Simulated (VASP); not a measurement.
# PbS in VASP: further runs, part 3 of 3

VASP 6.6.1. Earlier steps stand in the parts before.

## (5) Electric field gradients, PBE (equal xx and yy strain of -3 %)

Contents of INCAR:

```
PREC = Accurate ; ENCUT = 520
EDIFF = 1E-8 ; ISMEAR = -1
SIGMA = 0.01 ; LREAL = F
LASPH = T ; NELM = 80
ALGO = Normal ; ISIF = 2
LWAVE = F ; LCHARG = F
GGA = PE ; LEFG = T
NBANDS = 17
```

Contents of KPOINTS:

```
Automatic mesh
0
Gamma
  8 8 8
```

Contents of POSCAR:

```
PbS
1.0
    0.0000000000      2.8760500000      2.9650000000
    2.8760500000      0.0000000000      2.9650000000
    2.8760500000      2.8760500000      0.0000000000
Pb S
1 1
Direct
    0.0000000000      0.0000000000      0.0000000000
    0.5000000000      0.5000000000      0.5000000000
```

Potentials or basis: VASP PAW PBE potentials, release 64 (Pb_d, S).

The run is started by

```bash
$ cat potpaw_PBE.64/Pb_d/POTCAR potpaw_PBE.64/S/POTCAR > POTCAR
$ mpirun -np 1 vasp_std > vasp.out
```

OUTCAR:

```text
PREC = Accurate
   ENCUT = 520
   EDIFF = 1E-8
   ISMEAR = -1
   LREAL = F
   LASPH = T
   NELM = 80
   ISIF = 2
   GGA = PE

 ion  position               nearest neighbor table
   1  0.000  0.000  0.000-   2 2.88   2 2.88   2 2.88   2 2.88   2 2.96   2 2.96
   2  0.500  0.500  0.500-   1 2.88   1 2.88   1 2.88   1 2.88   1 2.96   1 2.96

  LATTYP: Found a body centered tetragonal cell.
 ALAT       =     4.0673489161
 C/A-ratio  =     1.4579521262

  Lattice vectors:

 A1 = (  -2.8760500000,   0.0000000000,   2.9650000000)
 A2 = (   2.8760500000,   0.0000000000,   2.9650000000)
 A3 = (   0.0000000000,   2.8760500000,  -2.9650000000)

Analysis of symmetry for initial positions (statically):
=====================================================================
 Subroutine PRICEL returns:
 Original cell was already a primitive cell.

 Routine SETGRP: Setting up the symmetry group for a
 body centered tetragonal supercell.

 Subroutine GETGRP returns: Found 16 space group operations
 (whereof 16 operations were pure point group operations)
 out of a pool of 16 trial point group operations.

The static configuration has the point symmetry D_4h.

Analysis of symmetry for dynamics (positions and initial velocities):
=====================================================================
 Subroutine PRICEL returns:
 Original cell was already a primitive cell.

 Routine SETGRP: Setting up the symmetry group for a
 body centered tetragonal supercell.

 Subroutine GETGRP returns: Found 16 space group operations
 (whereof 16 operations were pure point group operations)
 out of a pool of 16 trial point group operations.

The dynamic configuration has the point symmetry D_4h.

 Subroutine INISYM returns: Found 16 space group operations
 (whereof 16 operations are pure point group operations),
 and found     1 'primitive' translations

----------------------------------------------------------------------------------------

                                     Primitive cell

  volume of cell :      49.0510

  direct lattice vectors                    reciprocal lattice vectors
     0.000000000  2.876050000  2.965000000    -0.173849551  0.173849551  0.168634064
     2.876050000  0.000000000  2.965000000     0.173849551 -0.173849551  0.168634064
     2.876050000  2.876050000  0.000000000     0.173849551  0.173849551 -0.168634064

  length of vectors
     4.130724949  4.130724949  4.067348916     0.298135506  0.298135506  0.298135506

  position of ions in fractional coordinates (direct lattice)
     0.000000000  0.000000000  0.000000000
     0.500000000  0.500000000  0.500000000

  ion indices of the primitive-cell ions
   primitive index   ion index
                 1           1
                 2           2

----------------------------------------------------------------------------------------

 KPOINTS: Automatic mesh

Automatic generation of k-mesh.
[... 72 lines left out ...]
   ISIF   =      2    stress and relaxation
   ISYM   =      2    0-nonsym 1-usesym 2-fastsym
   POTIM  = 0.5000    time-step for ionic-motion
   TEBEG  =    0.0;   TEEND  =   0.0 temperature during run
   PSTRESS=    0.0 pullay stress
   NELECT =      20.0000    total number of electrons
   NUPDOWN=      -1.0000    fix difference up-down
   EMIN   =  10.00;   EMAX   =-10.00  energy-range for DOS
   EFERMI =   0.00;   METHOD = LEGACY
   ISMEAR =    -1;   SIGMA  =   0.01  broadening in eV -4-tet -1-fermi 0-gaus
   EFERMI_NEDOS =   21; number of points for ismear=-14 and -15
   IALGO  =     38    algorithm
   IMIX   =      4    mixing-type and parameters
     AMIX     =   0.40;   BMIX     =  1.00
     AMIX_MAG =   1.60;   BMIX_MAG =  1.00
  volume/ion in A,a.u.               =      24.53       165.51
  Fermi-wavevector in a.u.,A,eV,Ry     =   1.213954  2.294041 20.050700  1.473685
  Thomas-Fermi vector in A             =   2.349390
   LORBIT       =      0    0 simple, 1 ext, 2 COOP (PROOUT), +10 PAW based schemes
   GGA     = PE    functional components
   LHFCALC =     F    Hartree Fock is set to
   AEXX    =    0.0000 exact exchange contribution
   IVDW    =     0    specifies the selected vdW correction
   LEPSILON=     F    determine dielectric tensor
   LRPA    =     F    only Hartree local field effects (RPA)
 non-spin polarized calculation
  energy-cutoff  :      520.00
  volume of cell :       49.05
 maximum number of plane-waves:      1339
   NGX = 15   NGY = 15   NGZ = 15

 number of electron      19.9999998 magnetization

 Free energy of the ion-electron system (eV)
  ---------------------------------------------------
  ext. energy  EPLUGINS =         0.00000000
  ---------------------------------------------------
  free energy    TOTEN  =        -8.65658648 eV

  energy without entropy =       -8.65656534  energy(sigma->0) =       -8.65657591

 E-fermi :   6.8094     XC(G=0):  -9.9745

 val. band max:        6.7657582451   @ k =   0.5000   0.0000   0.0000
 cond. band min:       6.8529890714   @ k =   0.5000   0.0000   0.0000
 fundamental gap:      0.0872308262
 Fermi energy:         6.8093736604

 k-point     1 :       0.0000    0.0000    0.0000
  band No.  band energies     occupation
      1     -10.2775      2.00000
      2     -10.2775      2.00000
      3     -10.2747      2.00000
      4     -10.2731      2.00000
      5     -10.2516      2.00000
      6      -7.5200      2.00000
[... 457 lines left out ...]
      4     -10.2401      2.00000
      5     -10.2173      2.00000
      6      -6.4601      2.00000
[... 9 lines left out ...]
     16      16.3791      0.00000
     17      18.4572      0.00000

 [... further k-points ...]

------------------------ aborting loop because EDIFF is reached ----------------------------------------

  FORCE on cell =-STRESS in cart. coord.  units (eV):
  Direction    XX          YY          ZZ          XY          YZ          ZX
  --------------------------------------------------------------------------------------
  -------------------------------------------------------------------------------------
  Total        2.5571033      2.5571033      1.0264136      0.0000000      0.0000000      0.0000000
  in kB       83.5240031     83.5240031     33.5262849      0.0000000      0.0000000      0.0000000
  external PRESSURE =      66.8580970 kB  Pullay stress =       0.0000000 kB

 VOLUME and BASIS-vectors are now :
 -----------------------------------------------------------------------------
  energy-cutoff  :      520.00
  volume of cell :       49.05
      direct lattice vectors                 reciprocal lattice vectors
     0.000000000  2.876050000  2.965000000    -0.173849551  0.173849551  0.168634064
     2.876050000  0.000000000  2.965000000     0.173849551 -0.173849551  0.168634064
     2.876050000  2.876050000  0.000000000     0.173849551  0.173849551 -0.168634064

 POSITION                                       TOTAL-FORCE (eV/Angst)
 -----------------------------------------------------------------------------------
      0.00000      0.00000      0.00000         0.000000     -0.000000     -0.000000
      2.87605      2.87605      2.96500        -0.000000      0.000000      0.000000
 -----------------------------------------------------------------------------------
    total drift:                                0.000000     -0.000000     -0.000000

  FREE ENERGIE OF THE ION-ELECTRON SYSTEM (eV)
  ---------------------------------------------------
  free  energy   TOTEN  =        -8.6565864763 eV

  energy  without entropy=       -8.6565653437  energy(sigma->0) =       -8.65657591

 Electric field gradients (V/A^2)
---------------------------------------------------------------------
 ion       V_xx      V_yy      V_zz      V_xy      V_xz      V_yz
---------------------------------------------------------------------
   1     -47.035   -47.035    94.070     0.001    -0.001    -0.001
   2      -2.092    -2.092     4.184     0.000    -0.001    -0.001
---------------------------------------------------------------------

 Electric field gradients after diagonalization (V/A^2)
 (convention: |V_zz| > |V_xx| > |V_yy|)
----------------------------------------------------------------------
 ion       V_xx      V_yy      V_zz     asymmetry (V_yy - V_xx)/ V_zz
----------------------------------------------------------------------
   1     -47.036   -47.034    94.070       0.000
   2      -2.093    -2.092     4.184       0.000
----------------------------------------------------------------------

           NMR quadrupolar parameters

 Cq : quadrupolar parameter    Cq=e*Q*V_zz/h
 eta: asymmetry parameters     (V_yy - V_xx)/ V_zz
 Q  : nuclear electric quadrupole moment in mb (millibarn)
----------------------------------------------------------------------
 ion       Cq(MHz)       eta       Q (mb)
----------------------------------------------------------------------
   1       0.227       0.000       1.000
   2       0.010       0.000       1.000
----------------------------------------------------------------------
```

OSZICAR:

```text
N       E                     dE             d eps       ncg     rms          rms(c)
DAV:   1     0.160032982054E+03    0.16003E+03   -0.98712E+03  2022   0.126E+03
DAV:   2     0.290848558807E+01   -0.15712E+03   -0.15136E+03  2145   0.318E+02
DAV:   3    -0.880810539288E+01   -0.11717E+02   -0.11610E+02  2654   0.926E+01
DAV:   4    -0.908306712177E+01   -0.27496E+00   -0.27473E+00  2551   0.152E+01
DAV:   5    -0.909345623105E+01   -0.10389E-01   -0.10388E-01  2918   0.291E+00    0.524E+00
DAV:   6    -0.865537190454E+01    0.43808E+00   -0.11837E+00  3257   0.797E+00    0.368E+00
DAV:   7    -0.865355904653E+01    0.18129E-02   -0.14119E-01  2472   0.196E+00    0.197E+00
DAV:   8    -0.865666590104E+01   -0.31069E-02   -0.14162E-02  2482   0.133E+00    0.120E-01
DAV:   9    -0.865645081472E+01    0.21509E-03   -0.23617E-03  3265   0.455E-01    0.935E-02
DAV:  10    -0.865657434098E+01   -0.12353E-03   -0.28813E-04  2313   0.120E-01    0.433E-02
DAV:  11    -0.865658552105E+01   -0.11180E-04   -0.67505E-05  2830   0.911E-02    0.255E-02
DAV:  12    -0.865658623917E+01   -0.71813E-06   -0.43653E-06  2609   0.182E-02    0.243E-03
DAV:  13    -0.865658639577E+01   -0.15660E-06   -0.12150E-07  2713   0.329E-03    0.846E-04
DAV:  14    -0.865658646105E+01   -0.65281E-07   -0.55064E-08  2358   0.128E-03    0.433E-04
DAV:  15    -0.865658647310E+01   -0.12050E-07   -0.13278E-09  2106   0.301E-04    0.259E-04
DAV:  16    -0.865658647634E+01   -0.32326E-08   -0.37005E-10  1334   0.147E-04
   1 F= -.86565865E+01 E0= -.86565759E+01  d E =-.211327E-04
```

It took 61 s on 1 thread of AMD EPYC 7R43 (Zen 3), shared host; peak memory 0.17 GiB.

What came out:

| Property | Result |
| --- | --- |
| Free energy | -8.6566 eV |
| Pressure | 6.7 GPa |
| Band gap on the k mesh | 0.09 eV, direct |

Electric field gradients, principal values (V/Å²):
```csv
atom,least,middle,greatest (by size)
1 Pb,-47.034,-47.036,94.070
2 S,-2.092,-2.093,4.184
```

Caveat: the cell differs from its parent crystal (equal xx and yy strain of -3 %); without QUAD_EFG the Cq values of the log hold for a quadrupole moment of 1 mb, not for the nuclei; spin-orbit coupling is left out, which moves the levels of the heavy elements. A k mesh can miss the band edges.

## (6) The runs side by side

| cell | gap on the mesh (eV) | pressure (GPa) |
| --- | --- | --- |
| a = 4.221 Å, angles 60.0°, 2 atoms | 0.43 | 1.0 |
| a = 4.228 Å, angles 60.0°, 2 atoms | 0.45 | 0.7 |
| a = 4.248 Å, angles 60.0°, 2 atoms | 0.50 | 0.0 |
| a = 4.131, b = 4.131, c = 4.067 Å, angles 60.5, 60.5, 59.0°, 2 atoms | 0.09 | 6.7 |

Alike in all rows: task electric field gradients; level PBE; potentials or basis VASP PAW PBE potentials, release 64 (Pb_d, S); no spin polarisation; k mesh 8 × 8 × 8; cutoff (eV) 520; smearing fermi-dirac 0.01 eV.

Caveats: spin-orbit coupling is left out, which moves the levels of the heavy elements.

Total energies depend on the potentials used, so only differences within one code and one set of settings carry meaning.
